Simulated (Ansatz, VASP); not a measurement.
GaN in VASP and in Ansatz

Contents of POSCAR:

```
GaN
1.0
    0.0000000000      2.1172910004      2.1172910004
    2.1172910004      0.0000000000      2.1172910004
    2.1172910004      2.1172910004      0.0000000000
Ga N
1 1
Direct
    0.0000000000      0.0000000000      0.0000000000
    0.5000000000      0.5000000000      0.5000000000
```

File INCAR.step1:

```
PREC = Accurate
ENCUT = 520
ISMEAR = 0
SIGMA = 0.01
LREAL = False
LASPH = True
NELM = 100
NBANDS = 16
GGA = PE
ALGO = Normal
EDIFF = 1E-4
LWAVE = True
LCHARG = False
```

The input INCAR.step2:

```
PREC = Accurate
ENCUT = 520
EDIFF = 1E-6
ISMEAR = 0
SIGMA = 0.01
LREAL = False
LASPH = True
NELM = 100
ALGO = Normal
ISIF = 2
LWAVE = False
LCHARG = False
METAGGA = R2SCAN
LMIXTAU = True
NBANDS = 16
ISTART = 1
```

Contents of KPOINTS:

```
Automatic mesh
0
Gamma
  8 8 8
```

Input for Ansatz:

```yaml
crystal:
  lattice:
    - [0.0, 2.1172910003784424, 2.1172910003784424]
    - [2.1172910003784424, 0.0, 2.1172910003784424]
    - [2.1172910003784424, 2.1172910003784424, 0.0]
  atoms:
    - { symbol: Ga, position: [0.0, 0.0, 0.0] }
    - { symbol: "N", position: [0.5, 0.5, 0.5] }
basis:
  ecutwfc: 653.073269903712
kpoints:
  mp_grid:
    grid: [8, 8, 8]
hamiltonian:
  xc: r2scan
scf:
  algorithm: direct_min
  n_extra_bands: 4
  self_checks: low
  convergence:
    dr2_threshold: 1.0e-05
  mixing:
    algorithm: anderson
    beta: 0.1
  occupations:
    method: fixed
output:
  stress: true
```

Alike in both runs: task single point; functional r2SCAN; k mesh 8 × 8 × 8; no spin polarisation.

```csv
,VASP,Ansatz
version,VASP 6.6.1,Ansatz 0.2.0
potentials or method,"VASP PAW PBE potentials, release 64 (Ga_d, N), cutoff 520 eV","plane waves, PAW"
occupations,"gaussian, width 0.01 eV",fixed
valence electrons in the cell,18,18
```

Ansatz gave:

| Item | Value |
| --- | --- |
| gap on the k mesh at the Fermi level (eV) | 1.11 |
| pressure (GPa) | -3.0 |

Q: Estimate VASP's values.

A: gap on the k mesh at the Fermi level (eV): 1.08; pressure (GPa): -1.7.

VASP's potentials were made for PBE, not for r2SCAN. Ansatz's warnings: stress scf threshold loose.
